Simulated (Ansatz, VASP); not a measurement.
# One calculation of KF, two programs

```
K F
1.0
     3.76219    0.00000    0.00000
     0.00000    3.76219    0.00000
     0.00000    0.00000    2.44542
K F
1 1
Direct
  0.00000 0.00000 0.00000
  0.50000 0.50000 0.50000
```

Alike in both runs: task single point; functional LDA; k mesh 8 × 8 × 8; occupations gaussian, width 0.05 eV; no spin polarisation.

```csv
,VASP,Ansatz
version,VASP 6.6.1,Ansatz 0.2.0
potentials or method,"VASP PAW LDA potentials, release 64 (K_sv, F), cutoff 520 eV","scalar-relativistic, plane waves, PAW"
valence electrons in the cell,16,16
```

|  | VASP | Ansatz | Ansatz less VASP |
| --- | --- | --- | --- |
| gap on the k mesh at the Fermi level (eV) | 3.32 | 3.34 | +0.017 |
| least direct gap on the mesh (eV) | 3.33 | 3.35 | +0.018 |
| pressure (GPa) | 0.6 | 0.2 | -0.42 |
| traceless stress, the component that is largest in VASP (GPa) | 36.07 | 35.27 | -0.797 |

LDA's correlation is that of Perdew and Zunger in VASP and of Perdew and Wang (1992) in Ansatz.
